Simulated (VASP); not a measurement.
# Tl12H (a cell with a defect) in VASP: single point with PBE+D3(BJ)

Aim: the single point of Tl12H (a cell with a defect) with PBE+D3(BJ).

Program: VASP 6.6.1. These are calculated values, not measurements. Logs are shortened: lines on timing, memory, paths and dates and some standing lists are left out, and cuts for length are marked.

## Step 1: The cell of the first run

The cell holds a defect, 13 atoms: a = 6.920 Å, b = 10.380 Å, c = 5.533 Å, α = 90.00°, β = 90.00°, γ = 120.00°.

## Step 2: Single point, PBE+D3(BJ)

The input, INCAR:

```
  ALGO = Normal
  EDIFF = 1E-6
  ENCUT = 520
  GGA = PE
  ISIF = 2
  ISMEAR = -1
  IVDW = 12
  LASPH = T
  LCHARG = F
  LREAL = F
  LWAVE = F
  NBANDS = 90
  NELM = 80
  PREC = Accurate
  SIGMA = 0.15
```

The input, KPOINTS:

```
k-points
0
Gamma
  2 2 3
```

The input, POSCAR:

```
Tl12H
1.0
    6.9200000000      0.0000000000      0.0000000000
   -5.1900000000      8.9893440000      0.0000000000
    0.0000000000      0.0000000000      5.5325400000
Tl H
12 1
Direct
   -0.0062759184      0.0060093173     -0.0096524143
    0.1706615248      0.2148372881      0.4915550399
   -0.0031789839      0.3386283473      0.0082122584
    0.1687872442      0.5585877978      0.4970508385
   -0.0112785503      0.6706894524     -0.0174557908
    0.1736342661      0.8875048709      0.4939388203
    0.4938212780      0.0016980477      0.0055562272
    0.6782411710      0.2186117816      0.5171754826
    0.4979154379      0.3303699131      0.0031568937
    0.6705580833      0.5504651245      0.4914386761
    0.4955577264      0.6740174288      0.0091273575
    0.6734603482      0.8828426901      0.5096502288
    0.3371551727      0.4468586403      0.7471851820
```

Potentials or basis: VASP PAW PBE potentials, release 64 (Tl_d, H).

Command:

```
$ cat potpaw_PBE.64/Tl_d/POTCAR potpaw_PBE.64/H/POTCAR > POTCAR
$ mpirun -np 1 vasp_std > vasp.out
```

OUTCAR:

```text
EDIFF = 1E-6
   ENCUT = 520
   GGA = PE
   ISIF = 2
   ISMEAR = -1
   IVDW = 12
   LASPH = T
   LREAL = F
   NELM = 80
   PREC = Accurate
 IVDW          = 12

 ion  position               nearest neighbor table
   1  0.994  0.006  0.990-  12 3.28   2 3.34   2 3.35   9 3.43   7 3.44   3 3.44  11 3.45  12 3.46
                             5 3.46   6 3.48   7 3.48   6 3.52
   2  0.171  0.215  0.492-   9 3.34   1 3.34   1 3.35   6 3.41   8 3.43   3 3.43   9 3.44  12 3.44
                            10 3.47   8 3.50   4 3.57   3 3.58
   3  0.997  0.339  0.008-  13 2.50   8 3.32   4 3.35   8 3.41   9 3.41   2 3.43   1 3.44   4 3.45
                            11 3.47   5 3.48   7 3.49   9 3.51   2 3.58
   4  0.169  0.559  0.497-  13 2.44  11 3.34   3 3.35   6 3.40   5 3.40  10 3.41  12 3.43  11 3.44
                             3 3.45   8 3.47  10 3.52   5 3.53   2 3.57
   5  0.989  0.671  0.983-  10 3.32   6 3.34   4 3.40  10 3.40  11 3.43   6 3.44   1 3.46   7 3.47
                             9 3.47   3 3.48  11 3.49   4 3.53
   6  0.174  0.888  0.494-   7 3.31   5 3.34   4 3.40   2 3.41   7 3.42  12 3.44   5 3.44   8 3.47
                             1 3.48  12 3.48  10 3.49   1 3.52
   7  0.494  0.002  0.006-   6 3.31   8 3.34   9 3.40  11 3.41   6 3.42   1 3.44   8 3.44   5 3.47
                            12 3.48   1 3.48   3 3.49  12 3.52
   8  0.678  0.219  0.517-   3 3.32   7 3.34   9 3.40   3 3.41   2 3.43   7 3.44   4 3.47   6 3.47
                            12 3.47  10 3.47   2 3.50   9 3.53
   9  0.498  0.330  0.003-  13 2.46   2 3.34  10 3.35   7 3.40   8 3.40   3 3.41   1 3.43   2 3.44
                            10 3.45   5 3.47   3 3.51   8 3.53  11 3.58
  10  0.671  0.550  0.491-  13 2.45   5 3.32   9 3.35   5 3.40   4 3.41  11 3.43  12 3.44   9 3.45
                             2 3.47   8 3.47   6 3.49   4 3.52  11 3.59
  11  0.496  0.674  0.009-  13 2.51   4 3.34  12 3.34  12 3.35   7 3.41  10 3.43   5 3.43   4 3.44
                             1 3.45   3 3.47   5 3.49   9 3.58  10 3.59
  12  0.673  0.883  0.510-   1 3.28  11 3.34  11 3.35   4 3.43   6 3.44  10 3.44   2 3.44   1 3.46
                             8 3.47   7 3.48   6 3.48   7 3.52
  13  0.337  0.447  0.747-   4 2.44  10 2.45   9 2.46   3 2.50  11 2.51

  LATTYP: Found a simple monoclinic cell.
 ALAT       =     6.9200000000
 B/A-ratio  =     0.7995000000
 C/A-ratio  =     1.3228756993
 COS(beta)  =    -0.1889822302

  Lattice vectors:

 A1 = (   6.9200000000,   0.0000000000,   0.0000000000)
 A2 = (   0.0000000000,   0.0000000000,   5.5325400000)
 A3 = (  -1.7300000000,  -8.9893440000,   0.0000000000)

Analysis of symmetry for initial positions (statically):
=====================================================================
 Subroutine PRICEL returns:
 Original cell was already a primitive cell.

 Routine SETGRP: Setting up the symmetry group for a
 simple monoclinic supercell.

 Subroutine GETGRP returns: Found  1 space group operations
 (whereof  1 operations were pure point group operations)
 out of a pool of  4 trial point group operations.

The static configuration has the point symmetry C_1 .

Analysis of symmetry for dynamics (positions and initial velocities):
=====================================================================
 Subroutine PRICEL returns:
 Original cell was already a primitive cell.

 Routine SETGRP: Setting up the symmetry group for a
 simple monoclinic supercell.

 Subroutine GETGRP returns: Found  1 space group operations
 (whereof  1 operations were pure point group operations)
 out of a pool of  4 trial point group operations.

The dynamic configuration has the point symmetry C_1 .

 Subroutine INISYM returns: Found  1 space group operations
 (whereof  1 operations are pure point group operations),
 and found     1 'primitive' translations

----------------------------------------------------------------------------------------

                                     Primitive cell

  volume of cell :     344.1586

  direct lattice vectors                    reciprocal lattice vectors
     6.920000000  0.000000000  0.000000000     0.144508671  0.083432117  0.000000000
    -5.190000000  8.989344000  0.000000000     0.000000000  0.111242823  0.000000000
     0.000000000  0.000000000  5.532540000     0.000000000  0.000000000  0.180748806

  length of vectors
     6.920000000 10.380000267  5.532540000     0.166864238  0.111242823  0.180748806

  position of ions in fractional coordinates (direct lattice)
     0.993724082  0.006009317  0.990347586
     0.170661525  0.214837288  0.491555040
     0.996821016  0.338628347  0.008212258
     0.168787244  0.558587798  0.497050839
     0.988721450  0.670689452  0.982544209
     0.173634266  0.887504871  0.493938820
     0.493821278  0.001698048  0.005556227
     0.678241171  0.218611782  0.517175483
     0.497915438  0.330369913  0.003156894
     0.670558083  0.550465125  0.491438676
     0.495557726  0.674017429  0.009127357
     0.673460348  0.882842690  0.509650229
     0.337155173  0.446858640  0.747185182

  ion indices of the primitive-cell ions
   primitive index   ion index
                 1           1
                 2           2
                 3           3
                 4           4
                 5           5
                 6           6
                 7           7
                 8           8
                 9           9
                10          10
                11          11
                12          12
                13          13

----------------------------------------------------------------------------------------

 KPOINTS: k-points

Automatic generation of k-mesh.
 Grid dimensions read from file:
 generate k-points for:    2    2    3

 Generating k-lattice:

  Cartesian coordinates                     Fractional coordinates (reciprocal lattice)
     0.072254335  0.041716058  0.000000000     0.500000000  0.000000000  0.000000000
     0.000000000  0.055621411  0.000000000     0.000000000  0.500000000  0.000000000
     0.000000000  0.000000000  0.060249602     0.000000000  0.000000000  0.333333333

  Length of vectors
     0.083432119  0.055621411  0.060249602

  Shift w.r.t. Gamma in fractional coordinates (k-lattice)
     0.000000000  0.000000000  0.000000000

 Subroutine IBZKPT returns following result:
 ===========================================

 Found      8 irreducible k-points:

 Following reciprocal coordinates:
            Coordinates               Weight
  0.000000  0.000000  0.000000      1.000000
  0.500000 -0.000000  0.000000      1.000000
  0.000000  0.500000  0.000000      1.000000
  0.500000  0.500000  0.000000      1.000000
  0.000000  0.000000  0.333333      2.000000
  0.500000 -0.000000  0.333333      2.000000
  0.000000  0.500000  0.333333      2.000000
  0.500000  0.500000  0.333333      2.000000
   k-points           NKPTS =      8   k-points in BZ     NKDIM =      8   number of bands    NBANDS=     90
   number of dos      NEDOS =    301   number of ions     NIONS =     13
   total plane-waves  NPLWV = 181440
   dimension x,y,z NGX =    54 NGY =   80 NGZ =   42
   dimension x,y,z NGXF=   108 NGYF=  160 NGZF=   84
   ions per type =              12   1
   NGX,Y,Z   is equivalent  to a cutoff of  12.97, 12.81, 12.62 a.u.
   NGXF,Y,Z  is equivalent  to a cutoff of  25.95, 25.63, 25.24 a.u.
 SYSTEM =  unknown system
   PREC   = accura    normal or accurate (medium, high low for compatibility)
   ISTART =      0    job   : 0-new  1-cont  2-samecut
   ICHARG =      2    charge: 1-file 2-atom 10-const
   ISPIN  =      1    spin polarized calculation?
   LNONCOLLINEAR =      F non collinear calculations
   LSORBIT =      F    spin-orbit coupling
   LASPH  =      T    aspherical Exc in radial PAW
   ENCUT  =  520.0 eV  38.22 Ry    6.18 a.u.  12.87 19.30 10.29*2*pi/ulx,y,z
   NELM   =     80;   NELMIN=  2; NELMDL= -5     # of ELM steps
   EDIFF  = 0.1E-05   stopping-criterion for ELM
   LREAL  =      F    real-space projection
   EDIFFG = 0.1E-04   stopping-criterion for IOM
   NSW    =      0    number of steps for IOM
   IBRION =     -1    ionic relax: 0-MD 1-quasi-New 2-CG
   NFREE  =      0    steps in history (QN), initial steepest desc. (CG)
   ISIF   =      2    stress and relaxation
   ISYM   =      2    0-nonsym 1-usesym 2-fastsym
   POTIM  = 0.5000    time-step for ionic-motion
   TEBEG  =    0.0;   TEEND  =   0.0 temperature during run
   PSTRESS=    0.0 pullay stress
   NELECT =     157.0000    total number of electrons
   NUPDOWN=      -1.0000    fix difference up-down
   EMIN   =  10.00;   EMAX   =-10.00  energy-range for DOS
   EFERMI =   0.00;   METHOD = LEGACY
   ISMEAR =    -1;   SIGMA  =   0.15  broadening in eV -4-tet -1-fermi 0-gaus
   EFERMI_NEDOS =   21; number of points for ismear=-14 and -15
   IALGO  =     38    algorithm
   IMIX   =      4    mixing-type and parameters
     AMIX     =   0.40;   BMIX     =  1.00
     AMIX_MAG =   1.60;   BMIX_MAG =  1.00
  volume/ion in A,a.u.               =      26.47       178.65
  Fermi-wavevector in a.u.,A,eV,Ry     =   1.260246  2.381519 21.609028  1.588219
  Thomas-Fermi vector in A             =   2.393765
   LORBIT       =      0    0 simple, 1 ext, 2 COOP (PROOUT), +10 PAW based schemes
   GGA     = PE    functional components
   LHFCALC =     F    Hartree Fock is set to
   AEXX    =    0.0000 exact exchange contribution
   IVDW    =    12    specifies the selected vdW correction
   LEPSILON=     F    determine dielectric tensor
   LRPA    =     F    only Hartree local field effects (RPA)
 non-spin polarized calculation
  energy-cutoff  :      520.00
  volume of cell :      344.16
 maximum number of plane-waves:      9300
 NGX is ok and might be reduce to    54
   NGX = 25   NGY = 39   NGZ = 21

 number of electron     157.0000006 magnetization

 Free energy of the ion-electron system (eV)
  ---------------------------------------------------
  ext. energy  EPLUGINS =         0.00000000
  ---------------------------------------------------
  free energy    TOTEN  =       -28.69927154 eV

  energy without entropy =      -28.29048513  energy(sigma->0) =      -28.49487833

 E-fermi :   6.6922     XC(G=0): -10.2225

 val. band max:        6.5947580828   @ k =   0.5000   0.5000   0.0000
 cond. band min:       6.6955005576   @ k =   0.5000   0.5000   0.3333
 fundamental gap:      0.1007424748
 Fermi energy:         6.6921590050

 k-point     1 :       0.0000    0.0000    0.0000
  band No.  band energies     occupation
      1      -5.3325      2.00000
      2      -5.2839      2.00000
      3      -5.2544      2.00000
      4      -5.2167      2.00000
      5      -5.2130      2.00000
      6      -5.2103      2.00000
[... 82 lines left out ...]
     89       9.4871      0.00000
     90       9.9686      0.00000

 k-point     2 :       0.5000   -0.0000    0.0000
  band No.  band energies     occupation
      1      -5.2385      2.00000
      2      -5.2312      2.00000
      3      -5.2157      2.00000
      4      -5.2142      2.00000
      5      -5.2016      2.00000
      6      -5.1992      2.00000
[... 547 lines left out ...]
     89      11.0744      0.00000
     90      11.1725      0.00000

 k-point     8 :       0.5000    0.5000    0.3333
  band No.  band energies     occupation
      1      -5.2031      2.00000
      2      -5.1950      2.00000
      3      -5.1777      2.00000
      4      -5.1586      2.00000
      5      -5.1472      2.00000
      6      -5.1453      2.00000
[... 82 lines left out ...]
     89       9.8956      0.00000
     90      10.1699      0.00000

------------------------ aborting loop because EDIFF is reached ----------------------------------------

 Edisp (eV)   -4.23102

 E8    (eV) :    -2.1900

  FORCE on cell =-STRESS in cart. coord.  units (eV):
  Direction    XX          YY          ZZ          XY          YZ          ZX
  --------------------------------------------------------------------------------------
  -------------------------------------------------------------------------------------
  Total       3.35726     9.33702     1.25589     1.67203     0.19353    -0.20480
  in kB      15.62922    43.46706     5.84662     7.78388     0.90096    -0.95342
  external pressure =       21.65 kB  Pullay stress =        0.00 kB

 VOLUME and BASIS-vectors are now :
 -----------------------------------------------------------------------------
  energy-cutoff  :      520.00
  volume of cell :      344.16
      direct lattice vectors                 reciprocal lattice vectors
     6.920000000  0.000000000  0.000000000     0.144508671  0.083432117  0.000000000
    -5.190000000  8.989344000  0.000000000     0.000000000  0.111242823  0.000000000
     0.000000000  0.000000000  5.532540000     0.000000000  0.000000000  0.180748806

 POSITION                                       TOTAL-FORCE (eV/Angst)
 -----------------------------------------------------------------------------------
      6.84538      0.05402      5.47914         0.006905      0.000879      0.013428
      0.06597      1.93125      2.71955         0.003276      0.014560     -0.025737
      5.14052      3.04405      0.04543         0.004595      0.027164      0.018388
     -1.73106      5.02134      2.74995        -0.002567     -0.018526     -0.014738
      3.36107      6.02906      5.43597         0.008246     -0.015676      0.023036
     -3.40460      7.97809      2.73274         0.003878      0.010036     -0.019599
      3.40843      0.01526      0.03074        -0.003597     -0.010208      0.019874
      3.55883      1.96518      2.86129        -0.007012      0.014883     -0.024238
      1.73095      2.96981      0.01747         0.000419      0.020962      0.013814
      1.78335      4.94832      2.71890         0.004195     -0.023271     -0.020232
     -0.06889      6.05897      0.05050        -0.002479     -0.010898      0.025342
      0.07839      7.93618      2.81966        -0.007307      0.000196     -0.012560
      0.01392      4.01697      4.13383        -0.008553     -0.010102      0.003223
 -----------------------------------------------------------------------------------
    total drift:                               -0.000017     -0.000414      0.000013

  FREE ENERGIE OF THE ION-ELECTRON SYSTEM (eV)
  ---------------------------------------------------
  free  energy   TOTEN  =       -32.9302881290 eV

  energy  without entropy=      -32.5215017190  energy(sigma->0) =      -32.72589492
```

Run time: 3.9 min. Hardware: 1 thread of Intel Xeon Platinum 8375C at 2.90GHz (Ice Lake), shared host; peak memory 0.5 GiB.

What came out:

| Property | Result |
| --- | --- |
| Free energy | -32.9303 eV |
| Pressure | 2.2 GPa |
| Largest force | 0.033 eV/Å |
| Band gap on the k mesh | zero (an odd number of electrons rules out a gap without spin polarisation) |
| Dispersion energy per atom | -0.325 eV |

Forces in eV/Å, atoms in the order of the input:
```
Tl   0.007  0.001  0.013
Tl   0.003  0.015 -0.026
Tl   0.005  0.027  0.018
Tl  -0.003 -0.019 -0.015
Tl   0.008 -0.016  0.023
Tl   0.004  0.010 -0.020
Tl  -0.004 -0.010  0.020
Tl  -0.007  0.015 -0.024
Tl   0.000  0.021  0.014
Tl   0.004 -0.023 -0.020
Tl  -0.002 -0.011  0.025
Tl  -0.007  0.000 -0.013
H   -0.009 -0.010  0.003
```

Caveat: the k points lie up to 0.46 Å⁻¹ apart, too coarse for converged energies and pressures of a metal; spin-orbit coupling is left out, which moves the levels of the heavy elements.

The gap in the log of VASP goes by the Fermi energy; the results here count the filled bands.